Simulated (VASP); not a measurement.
Wanted: the native input for a VASP 6.6.1 run.

```yaml
Task: single point
Functional: PBE
Potentials_or_basis: VASP PAW PBE potentials, release 64 (Hf_pv, Sn_d, O)
Cutoff: 520 eV
k_mesh: 6 × 6 × 4
Occupations: gaussian, width 0.1 eV
Spin: no spin polarisation
Dipole_correction: no
Further_INCAR_settings: ALGO = Normal; EDIFF = 1e-06; NBANDS = 33
```

The structure of HfSnO4 lies in POSCAR:

```
HfSnO4
1.0
    3.5998554917      0.0000000000      0.0000000000
    0.0000000000      3.5998554917      0.0000000000
    0.0000000000      0.0000000000      5.4270476059
Hf Sn O
1 1 4
Direct
    0.0000000000      0.0000000000      0.0000000000
    0.5000000000      0.5000000000      0.5000000000
    0.0000000000      0.5000000000      0.6842662688
    0.5000000000      0.0000000000      0.8217961305
    0.5000000000      0.0000000000      0.3157337312
    0.0000000000      0.5000000000      0.1782038695
```

The input as run:

INCAR

```
SYSTEM = HfSnO4
ALGO = Normal ; EDIFF = 1E-6
ENCUT = 520 ; GGA = PE
ISIF = 2 ; ISMEAR = 0
LASPH = .True. ; LCHARG = .False.
LREAL = .False. ; LWAVE = .False.
NBANDS = 33 ; NELM = 80
PREC = Accurate ; SIGMA = 0.1
```

KPOINTS

```
k-points
0
Gamma
  6 6 4
  0 0 0
```

Potentials or basis: VASP PAW PBE potentials, release 64 (Hf_pv, Sn_d, O).

Run with:

```sh
$ cat potpaw_PBE.64/Hf_pv/POTCAR potpaw_PBE.64/Sn_d/POTCAR potpaw_PBE.64/O/POTCAR > POTCAR
$ mpirun -np 1 vasp_std > vasp.out
```

It gave:

```
Pressure               : -1.2 GPa
Largest force          : 0.121 eV/Å
Band gap on the k mesh : 1.76 eV (least direct gap 1.87 eV)
```

Caveat: spin-orbit coupling is left out, which moves the levels of the heavy elements.

Wall time 26 s on 1 thread of Intel(R) Xeon(R) 6975P-C (Granite Rapids), with other jobs on the host, peak memory 0.22 GiB.
